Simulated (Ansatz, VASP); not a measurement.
# Two plane-wave programs on Al12H

File INCAR:

```
PREC = Accurate
ENCUT = 520
EDIFF = 1E-7
ISMEAR = 0
SIGMA = 0.1
LREAL = False
LASPH = True
NELM = 80
ALGO = Normal
ISIF = 2
LWAVE = False
LCHARG = True
LDIPOL = True
IDIPOL = 3
DIPOL = 0.5 0.5 0.297
GGA = PS
LELF = True
LVHAR = True
LVACPOTAV = True
NBANDS = 30
```

The input KPOINTS:

```
regular mesh
0
Gamma
  5 5 1
```

The input POSCAR:

```
Al12H
1.0
    5.6788540124      0.0000000000      0.0000000000
    0.0000000000      5.6788540124      0.0000000000
    0.0000000000      0.0000000000     21.1413451746
Al H
12 1
Direct
    0.2500000000      0.2500000000      0.1892027195
    0.2500000000      0.7500000000      0.1892027195
    0.7500000000      0.2500000000      0.1892027195
    0.7500000000      0.7500000000      0.1892027195
    0.0000000000      0.0000000000      0.2870821533
    0.0000000000      0.5000000000      0.2870821533
    0.5000000000      0.0000000000      0.2870821533
    0.5000000000      0.5000000000      0.2870821533
    0.2500000000      0.2500000000      0.3850911618
    0.2500000000      0.7500000000      0.3850911618
    0.7500000000      0.2500000000      0.3850911618
    0.7500000000      0.7500000000      0.3850911618
    0.4166666667      0.4166666667      0.4177286309
```

Input for Ansatz:

```yaml
crystal:
  lattice:
    - [5.6788540124, 0.0, 0.0]
    - [0.0, 5.6788540124, 0.0]
    - [0.0, 0.0, 21.1413451746]
  atoms:
    - { symbol: Al, position: [0.25, 0.25, 0.1892027195] }
    - { symbol: Al, position: [0.25, 0.75, 0.1892027195] }
    - { symbol: Al, position: [0.75, 0.25, 0.1892027195] }
    - { symbol: Al, position: [0.75, 0.75, 0.1892027195] }
    - { symbol: Al, position: [0.0, 0.0, 0.2870821533] }
    - { symbol: Al, position: [0.0, 0.5, 0.2870821533] }
    - { symbol: Al, position: [0.5, 0.0, 0.2870821533] }
    - { symbol: Al, position: [0.5, 0.5, 0.2870821533] }
    - { symbol: Al, position: [0.25, 0.25, 0.3850911618] }
    - { symbol: Al, position: [0.25, 0.75, 0.3850911618] }
    - { symbol: Al, position: [0.75, 0.25, 0.3850911618] }
    - { symbol: Al, position: [0.75, 0.75, 0.3850911618] }
    - { symbol: H, position: [0.4166666667, 0.4166666667, 0.4177286309] }
basis:
  ecutwfc: 420
kpoints:
  mp_grid: { grid: [5, 5, 1] }
hamiltonian:
  xc: pbesol
scf:
  occupations: { method: gaussian, width: 0.1 }
output:
  forces: true
  eigenvalues: true
efield:
  axis: 3
  dipole_correction: true
  ramp_width: 0.04
```

Alike in both runs: task single point; functional PBEsol; k mesh 5 × 5 × 1; occupations gaussian, width 0.1 eV; no spin polarisation.

```csv
,VASP,Ansatz
version,VASP 6.6.1,Ansatz 0.2.0
potentials or method,"VASP PAW PBE potentials, release 64 (Al, H), cutoff 520 eV","scalar-relativistic, plane waves, PAW"
valence electrons in the cell,37,37
```

VASP gave:

```
gap on the k mesh at the Fermi level (eV)  : none
rms of the force components (eV/Å)         : 0.586
work function, face that differs most (eV) : 4.49
```

Question: Estimate Ansatz's values.

Answer: gap on the k mesh at the Fermi level (eV): none; rms of the force components (eV/Å): 0.583; work function, face that differs most (eV): 4.49.

VASP's potentials were made for PBE, not for PBEsol. Atom by atom the forces differ by 0.003 eV/Å (rms over components). A gap of «none» marks a metal or a gap that the smearing closes.
